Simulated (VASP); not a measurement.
# AlN (series) (F-43m) in VASP: notebook

The runs below take AlN (series) through single point, with PBE.

Program: VASP 6.6.1. These are calculated values, not measurements. Logs are shortened: lines on timing, memory, paths and dates and some standing lists are left out, and cuts for length are marked.

## Step 1: The cell of the first run

Symmetry: F-43m, No. 216, cubic system. The conventional cell has a = 4.368 Å, b = 4.368 Å, c = 4.368 Å, α = 90.00°, β = 90.00°, γ = 90.00°. Within 2.5 Å of Al (site symmetry -43m) lie 4 N at 1.89 Å. Within 2.5 Å of N (site symmetry -43m) lie 4 Al at 1.89 Å.

## Step 2: Single point, PBE

Input file INCAR:

```
PREC = Accurate
ENCUT = 600
EDIFF = 1E-6
ISMEAR = 0
SIGMA = 0.02
LREAL = False
LASPH = True
NELM = 120
ALGO = Normal
ISIF = 2
LWAVE = False
LCHARG = False
GGA = PE
NBANDS = 11
GGA_COMPAT = False
```

Input file KPOINTS:

```
Automatic mesh
0
Gamma
  8 8 8
```

Input file POSCAR:

```
AlN
1.0
    0.0000000000      2.1839935596      2.1839935596
    2.1839935596      0.0000000000      2.1839935596
    2.1839935596      2.1839935596      0.0000000000
Al N
1 1
Direct
    0.0000000000      0.0000000000      0.0000000000
    0.7500000000      0.7500000000      0.7500000000
```

Potentials or basis: VASP PAW PBE potentials, release 64 (Al, N).

Run with:

```sh
$ cat potpaw_PBE.64/Al/POTCAR potpaw_PBE.64/N/POTCAR > POTCAR
$ mpirun -np 1 vasp_std > vasp.out
```

OUTCAR:

```text
PREC = Accurate
   ENCUT = 600
   EDIFF = 1E-6
   ISMEAR = 0
   LREAL = False
   LASPH = True
   NELM = 120
   ISIF = 2
   GGA = PE

 ion  position               nearest neighbor table
   1  0.000  0.000  0.000-   2 1.89   2 1.89   2 1.89   2 1.89
   2  0.750  0.750  0.750-   1 1.89   1 1.89   1 1.89   1 1.89

  LATTYP: Found a face centered cubic cell.
 ALAT       =     4.3679871192

  Lattice vectors:

 A1 = (   0.0000000000,   2.1839935596,   2.1839935596)
 A2 = (   2.1839935596,   0.0000000000,   2.1839935596)
 A3 = (   2.1839935596,   2.1839935596,   0.0000000000)

Analysis of symmetry for initial positions (statically):
=====================================================================
 Subroutine PRICEL returns:
 Original cell was already a primitive cell.

 Routine SETGRP: Setting up the symmetry group for a
 face centered cubic supercell.

 Subroutine GETGRP returns: Found 24 space group operations
 (whereof 24 operations were pure point group operations)
 out of a pool of 48 trial point group operations.

The static configuration has the point symmetry T_d .

Analysis of symmetry for dynamics (positions and initial velocities):
=====================================================================
 Subroutine PRICEL returns:
 Original cell was already a primitive cell.

 Routine SETGRP: Setting up the symmetry group for a
 face centered cubic supercell.

 Subroutine GETGRP returns: Found 24 space group operations
 (whereof 24 operations were pure point group operations)
 out of a pool of 48 trial point group operations.

The dynamic configuration has the point symmetry T_d .

 Subroutine INISYM returns: Found 24 space group operations
 (whereof 24 operations are pure point group operations),
 and found     1 'primitive' translations

----------------------------------------------------------------------------------------

                                     Primitive cell

  volume of cell :      20.8345

  direct lattice vectors                    reciprocal lattice vectors
     0.000000000  2.183993560  2.183993560    -0.228938404  0.228938404  0.228938404
     2.183993560  0.000000000  2.183993560     0.228938404 -0.228938404  0.228938404
     2.183993560  2.183993560  0.000000000     0.228938404  0.228938404 -0.228938404

  length of vectors
     3.088633312  3.088633312  3.088633312     0.396532948  0.396532948  0.396532948

  position of ions in fractional coordinates (direct lattice)
     0.000000000  0.000000000  0.000000000
     0.750000000  0.750000000  0.750000000

  ion indices of the primitive-cell ions
   primitive index   ion index
                 1           1
                 2           2

----------------------------------------------------------------------------------------

 KPOINTS: Automatic mesh

Automatic generation of k-mesh.
 Grid dimensions read from file:
 generate k-points for:    8    8    8

 Generating k-lattice:

  Cartesian coordinates                     Fractional coordinates (reciprocal lattice)
    -0.028617301  0.028617301  0.028617301     0.125000000  0.000000000  0.000000000
     0.028617301 -0.028617301  0.028617301     0.000000000  0.125000000  0.000000000
     0.028617301  0.028617301 -0.028617301     0.000000000  0.000000000  0.125000000

  Length of vectors
     0.049566618  0.049566618  0.049566618

  Shift w.r.t. Gamma in fractional coordinates (k-lattice)
     0.000000000  0.000000000  0.000000000

 Subroutine IBZKPT returns following result:
 ===========================================

 Found     29 irreducible k-points:

 Following reciprocal coordinates:
            Coordinates               Weight
  0.000000  0.000000  0.000000      1.000000
  0.125000  0.000000  0.000000      8.000000
  0.250000  0.000000  0.000000      8.000000
  0.375000  0.000000  0.000000      8.000000
  0.500000  0.000000  0.000000      4.000000
  0.125000  0.125000  0.000000      6.000000
[... 16 lines left out ...]
  0.500000  0.250000  0.125000     48.000000
 -0.375000  0.250000  0.125000     24.000000
 [... further k-points ...]
   k-points           NKPTS =     29   k-points in BZ     NKDIM =     29   number of bands    NBANDS=     11
   number of dos      NEDOS =    301   number of ions     NIONS =      2
   total plane-waves  NPLWV =  21952
   dimension x,y,z NGX =    28 NGY =   28 NGZ =   28
   dimension x,y,z NGXF=    56 NGYF=   56 NGZF=   56
   ions per type =               1   1
   NGX,Y,Z   is equivalent  to a cutoff of  15.07, 15.07, 15.07 a.u.
   NGXF,Y,Z  is equivalent  to a cutoff of  30.14, 30.14, 30.14 a.u.
 SYSTEM =  unknown system
   PREC   = accura    normal or accurate (medium, high low for compatibility)
   ISTART =      0    job   : 0-new  1-cont  2-samecut
   ICHARG =      2    charge: 1-file 2-atom 10-const
   ISPIN  =      1    spin polarized calculation?
   LNONCOLLINEAR =      F non collinear calculations
   LSORBIT =      F    spin-orbit coupling
   LASPH  =      T    aspherical Exc in radial PAW
   ENCUT  =  600.0 eV  44.10 Ry    6.64 a.u.   6.17  6.17  6.17*2*pi/ulx,y,z
   NELM   =    120;   NELMIN=  2; NELMDL= -5     # of ELM steps
   EDIFF  = 0.1E-05   stopping-criterion for ELM
   LREAL  =      F    real-space projection
   EDIFFG = 0.1E-04   stopping-criterion for IOM
   NSW    =      0    number of steps for IOM
   IBRION =     -1    ionic relax: 0-MD 1-quasi-New 2-CG
   NFREE  =      0    steps in history (QN), initial steepest desc. (CG)
   ISIF   =      2    stress and relaxation
   ISYM   =      2    0-nonsym 1-usesym 2-fastsym
   POTIM  = 0.5000    time-step for ionic-motion
   TEBEG  =    0.0;   TEEND  =   0.0 temperature during run
   PSTRESS=    0.0 pullay stress
   NELECT =       8.0000    total number of electrons
   NUPDOWN=      -1.0000    fix difference up-down
   EMIN   =  10.00;   EMAX   =-10.00  energy-range for DOS
   EFERMI =   0.00;   METHOD = LEGACY
   ISMEAR =     0;   SIGMA  =   0.02  broadening in eV -4-tet -1-fermi 0-gaus
   EFERMI_NEDOS =   21; number of points for ismear=-14 and -15
   IALGO  =     38    algorithm
   IMIX   =      4    mixing-type and parameters
     AMIX     =   0.40;   BMIX     =  1.00
     AMIX_MAG =   1.60;   BMIX_MAG =  1.00
  volume/ion in A,a.u.               =      10.42        70.30
  Fermi-wavevector in a.u.,A,eV,Ry     =   1.189899  2.248583 19.263943  1.415860
  Thomas-Fermi vector in A             =   2.325996
   LORBIT       =      0    0 simple, 1 ext, 2 COOP (PROOUT), +10 PAW based schemes
   GGA     = PE    functional components
   LHFCALC =     F    Hartree Fock is set to
   AEXX    =    0.0000 exact exchange contribution
   IVDW    =     0    specifies the selected vdW correction
   LEPSILON=     F    determine dielectric tensor
   LRPA    =     F    only Hartree local field effects (RPA)
 non-spin polarized calculation
 Gauss-broadening in eV      SIGMA  =   0.02
  energy-cutoff  :      600.00
  volume of cell :       20.83
 maximum number of plane-waves:       725
 NGX is ok and might be reduce to    28
   NGX = 13   NGY = 13   NGZ = 13

 number of electron       7.9999999 magnetization

 Free energy of the ion-electron system (eV)
  ---------------------------------------------------
  ext. energy  EPLUGINS =         0.00000000
  ---------------------------------------------------
  free energy    TOTEN  =       -14.84183932 eV

  energy without entropy =      -14.84183932  energy(sigma->0) =      -14.84183932

 E-fermi :   6.1716     XC(G=0): -10.9338

 val. band max:        5.9699240769   @ k =   0.0000   0.0000   0.0000
 cond. band min:       9.2878062611   @ k =   0.5000   0.5000   0.0000
 fundamental gap:      3.3178821842
 Fermi energy:         6.1715596367

 k-point     1 :       0.0000    0.0000    0.0000
  band No.  band energies     occupation
      1      -9.0115      2.00000
      2       5.9699      2.00000
      3       5.9699      2.00000
      4       5.9699      2.00000
      5      10.1660      0.00000
      6      18.5302      0.00000
      7      18.5302      0.00000
      8      18.5302      0.00000
      9      23.6585      0.00000
     10      23.6585      0.00000
     11      25.0603      0.00000

 k-point     2 :       0.1250    0.0000    0.0000
  band No.  band energies     occupation
      1      -8.7843      2.00000
      2       4.7905      2.00000
      3       5.8915      2.00000
      4       5.8915      2.00000
      5      11.1079      0.00000
      6      17.9571      0.00000
      7      18.7028      0.00000
      8      18.7028      0.00000
      9      22.1199      0.00000
     10      22.1199      0.00000
     11      24.0116      0.00000

 k-point     3 :       0.2500    0.0000    0.0000
  band No.  band energies     occupation
      1      -8.1610      2.00000
      2       2.7103      2.00000
      3       5.7146      2.00000
      4       5.7146      2.00000
      5      12.4265      0.00000
      6      16.9407      0.00000
      7      18.2971      0.00000
      8      18.2971      0.00000
      9      22.2463      0.00000
     10      22.2463      0.00000
     11      23.2105      0.00000

 k-point     4 :       0.3750    0.0000    0.0000
  band No.  band energies     occupation
      1      -7.3731      2.00000
      2       0.8902      2.00000
      3       5.5532      2.00000
      4       5.5532      2.00000
      5      13.1502      0.00000
      6      16.1487      0.00000
      7      17.4549      0.00000
      8      17.4549      0.00000
      9      23.5032      0.00000
     10      24.2784      0.00000
     11      24.2784      0.00000
[... 239 lines left out ...]
 k-point    22 :       0.3750    0.2500    0.1250
  band No.  band energies     occupation
      1      -7.6600      2.00000
      2       2.4068      2.00000
      3       4.4937      2.00000
      4       5.3681      2.00000
      5      12.7798      0.00000
      6      16.4960      0.00000
      7      16.8259      0.00000
      8      19.2536      0.00000
      9      20.6215      0.00000
     10      25.0954      0.00000
     11      27.6099      0.00000

 k-point    23 :       0.5000    0.2500    0.1250
  band No.  band energies     occupation
      1      -6.9808      2.00000
      2       1.3487      2.00000
      3       3.9016      2.00000
      4       5.0402      2.00000
      5      13.0157      0.00000
      6      15.6103      0.00000
      7      17.5052      0.00000
      8      18.8560      0.00000
      9      22.0125      0.00000
     10      25.6254      0.00000
     11      27.7425      0.00000

 k-point    24 :      -0.3750    0.2500    0.1250
  band No.  band energies     occupation
      1      -6.6435      2.00000
      2       0.8299      2.00000
      3       3.7473      2.00000
      4       4.8536      2.00000
      5      13.0720      0.00000
      6      15.2249      0.00000
      7      18.1416      0.00000
      8      18.6560      0.00000
      9      23.1492      0.00000
     10      24.7435      0.00000
     11      28.0121      0.00000

 [... further k-points ...]

------------------------ aborting loop because EDIFF is reached ----------------------------------------

  FORCE on cell =-STRESS in cart. coord.  units (eV):
  Direction    XX          YY          ZZ          XY          YZ          ZX
  --------------------------------------------------------------------------------------
  -------------------------------------------------------------------------------------
  Total        0.5799318      0.5799318      0.5799318      0.0000000     -0.0000000      0.0000000
  in kB       44.5967767     44.5967767     44.5967767      0.0000000     -0.0000000      0.0000000
  external PRESSURE =      44.5967767 kB  Pullay stress =       0.0000000 kB

 VOLUME and BASIS-vectors are now :
 -----------------------------------------------------------------------------
  energy-cutoff  :      600.00
  volume of cell :       20.83
      direct lattice vectors                 reciprocal lattice vectors
     0.000000000  2.183993560  2.183993560    -0.228938404  0.228938404  0.228938404
     2.183993560  0.000000000  2.183993560     0.228938404 -0.228938404  0.228938404
     2.183993560  2.183993560  0.000000000     0.228938404  0.228938404 -0.228938404

 POSITION                                       TOTAL-FORCE (eV/Angst)
 -----------------------------------------------------------------------------------
      0.00000      0.00000      0.00000        -0.000000     -0.000000     -0.000000
      3.27599      3.27599      3.27599         0.000000      0.000000      0.000000
 -----------------------------------------------------------------------------------
    total drift:                               -0.000000     -0.000000     -0.000000

  FREE ENERGIE OF THE ION-ELECTRON SYSTEM (eV)
  ---------------------------------------------------
  free  energy   TOTEN  =       -14.8418393232 eV

  energy  without entropy=      -14.8418393232  energy(sigma->0) =      -14.84183932
```

It took 12 s on 1 thread of AMD EPYC 7R13, shared host; peak memory 0.12 GiB.

What came out:

```yaml
Free_energy: -14.8418 eV
Pressure: 4.5 GPa
Band_gap_on_the_k_mesh: 3.32 eV, indirect (least direct gap 4.20 eV)
```

A k mesh can miss the band edges. PBE gaps usually lie below the measured ones, often by a third to a half.

(Part 1 of 2 ends here.)
